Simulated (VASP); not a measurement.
Wanted: the native input for a VASP 6.6.1 run.

| Item | Value |
| --- | --- |
| Task | single point |
| Functional | PBEsol |
| Potentials or basis | VASP PAW PBE potentials, release 64 (Pt, Se) |
| Cutoff | 520 eV |
| k mesh | 6 × 6 × 5 |
| Occupations | gaussian, width 0.05 eV |
| Spin | collinear spin, ferromagnetic start |
| Starting moments | [0.5, 0.0] μB |
| Hubbard terms | Pt d U = 6.0 eV |
| Dipole correction | no |
| Further INCAR settings | ALGO = Normal; EDIFF = 1e-06; NBANDS = 19 |

The structure of PtSe lies in POSCAR:

```
PtSe
1.0
    3.7018703300      0.0000000000      0.0000000000
   -1.8509351600      3.2059137500      0.0000000000
    0.0000000000      0.0000000000      3.6128420300
Pt Se
1 1
Direct
    0.0000000000      0.0000000000      0.0000000000
    0.6666666667      0.3333333333      0.5000000000
```

One way to write it, as run:

INCAR

```
ALGO     = Normal         # electronic algorithm
EDIFF    = 1E-6           # SCF threshold, eV
ENCUT    = 520            # plane-wave cutoff, eV
GGA      = PS             # functional
ISIF     = 2              # what is computed and relaxed
ISMEAR   = 0              # smearing method
ISPIN    = 2              # spin polarisation
LASPH    = True           # aspherical terms in the spheres
LCHARG   = False          # write CHGCAR
LDAU     = True           # DFT+U
LDAUJ    = 0 0          
LDAUL    = 2 -1           # shell
LDAUPRINT= 1            
LDAUTYPE = 2            
LDAUU    = 6 0            # U, eV
LMAXMIX  = 4              # l up to which the mixer works
LORBIT   = 11             # projections on sites
LREAL    = False          # projectors in reciprocal space
LWAVE    = False          # write WAVECAR
MAGMOM   = 0.5 0          # initial moments
NBANDS   = 19             # bands
NELM     = 150            # most SCF steps
PREC     = Accurate       # precision mode
SIGMA    = 0.05           # smearing width, eV
```

KPOINTS

```
k-points
0
Gamma
  6 6 5
```

Potentials or basis: VASP PAW PBE potentials, release 64 (Pt, Se).

Launch:

```bash
$ cat potpaw_PBE.64/Pt/POTCAR potpaw_PBE.64/Se/POTCAR > POTCAR
$ mpirun -np 1 vasp_std > vasp.out
```

Results of the run:

```yaml
Pressure: -19.2 GPa
Band_gap_on_the_k_mesh: zero (filled and empty bands overlap)
Net_moment: 0.00 μB per cell
Valence_electrons_inside_the_program's_atomic_spheres: Pt 9.38; Se 3.57
```

Caveat: the PAW data sets were made with another functional, which shifts forces and pressure a little; spin-orbit coupling is left out, which moves the levels of the heavy elements.

It took 17 s on 1 thread of Intel(R) Xeon(R) 6975P-C (Granite Rapids) (shared host), peak memory 0.18 GiB.
